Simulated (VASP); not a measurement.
Input of a VASP 6.6.1 run:

File INCAR:

```
ALGO = Normal
EDIFF = 1E-7
ENCUT = 520
GGA = PE
ISIF = 2
ISMEAR = 0
LASPH = True
LCHARG = False
LREAL = False
LWAVE = False
NBANDS = 40
NELM = 100
PREC = Accurate
SIGMA = 0.02
```

Contents of KPOINTS:

```
k-points
0
Gamma
  4 4 4
```

POSCAR

```
ScCuC4N4
1.0
    5.9775425147      0.0000000000      0.0000000000
    0.0000000000      5.9775425147      0.0000000000
    0.0000000000      0.0000000000      5.9775425147
Sc Cu C N
1 1 4 4
Direct
    0.5000000000      0.5000000000      0.5000000000
    0.0000000000      0.0000000000      0.0000000000
    0.1853936450      0.1853936450      0.1853936450
    0.1853936450      0.8146063550      0.8146063550
    0.8146063550      0.1853936450      0.8146063550
    0.8146063550      0.8146063550      0.1853936450
    0.2992948486      0.2992948486      0.2992948486
    0.2992948486      0.7007051514      0.7007051514
    0.7007051514      0.2992948486      0.7007051514
    0.7007051514      0.7007051514      0.2992948486
```

Potentials or basis: VASP PAW PBE potentials, release 64 (Sc_sv, Cu, C, N).

Run with:

```bash
$ cat potpaw_PBE.64/Sc_sv/POTCAR potpaw_PBE.64/Cu/POTCAR potpaw_PBE.64/C/POTCAR potpaw_PBE.64/N/POTCAR > POTCAR
$ mpirun -np 1 vasp_std > vasp.out
```

Predict the pressure.

0.5 GPa.

Predict the band gap on the k mesh.

2.63 eV (least direct gap 2.67 eV).

Forces in eV/Å, atoms in the order of the input:
```
Sc   0.000  0.000  0.000
Cu   0.000  0.000  0.000
C   -0.163 -0.163 -0.163
C   -0.163  0.163  0.163
C    0.163 -0.163  0.163
C    0.163  0.163 -0.163
N    0.171  0.171  0.171
N    0.171 -0.171 -0.171
N   -0.171  0.171 -0.171
N   -0.171 -0.171  0.171
```

A k mesh can miss the band edges.
